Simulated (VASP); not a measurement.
Input of a VASP 6.6.1 run:

POSCAR

```
BAs
1.0
    2.1275493300      0.0000000000      0.0000000000
    0.0000000000      3.1740629400      0.0000000000
    0.0000000000      0.0000000000      4.9509801800
B As
1 1
Direct
    0.0000000000      0.5000000000      0.0000000000
    0.5000000000      0.5000000000      0.5000000000
```

INCAR.step1

```
ALGO = Normal
EDIFF = 1E-5
ENCUT = 420
GGA = PE
GGA_COMPAT = False
ISIF = 2
ISMEAR = -1
LASPH = True
LORBIT = 11
LORBMOM = True
LREAL = False
LSORBIT = True
LWAVE = True
MAGMOM = 0 0 0 0 0 0
NBANDS = 30
NELM = 200
PREC = Accurate
SIGMA = 0.05
```

INCAR.step2

```
AEXX = 0.25
ALGO = Normal
EDIFF = 1E-6
ENCUT = 420
GGA = PE
GGA_COMPAT = False
ISIF = 2
ISMEAR = -1
ISTART = 1
LASPH = True
LCHARG = True
LHFCALC = True
LORBIT = 11
LORBMOM = True
LREAL = False
LSORBIT = True
LVHAR = True
LWAVE = False
MAGMOM = 0 0 0 0 0 0
NBANDS = 30
NELM = 200
PREC = Accurate
PRECFOCK = Normal
SIGMA = 0.05
```

Contents of KPOINTS:

```
k-points
0
Gamma
  5 4 3
```

Potentials or basis: VASP PAW PBE potentials, release 64 (B, As_d).

Launch:

```bash
$ cat potpaw_PBE.64/B/POTCAR potpaw_PBE.64/As_d/POTCAR > POTCAR
$ cp INCAR.step1 INCAR
$ mpirun -np 1 vasp_ncl > vasp.out
$ cp INCAR.step2 INCAR
$ mpirun -np 1 vasp_ncl > vasp.out
```

(1) Estimate the pressure.

(2) Estimate the net moment.

## Answers

(1) 3.2 GPa.

(2) 0.03 μB per cell.

Caveat: the k points lie up to 0.59 Å⁻¹ apart; the PAW data sets were made with another functional, which shifts forces and pressure a little; this functional lacks dispersion, which binds layers or chains, so the pressure and a relaxed spacing across them are unreliable.
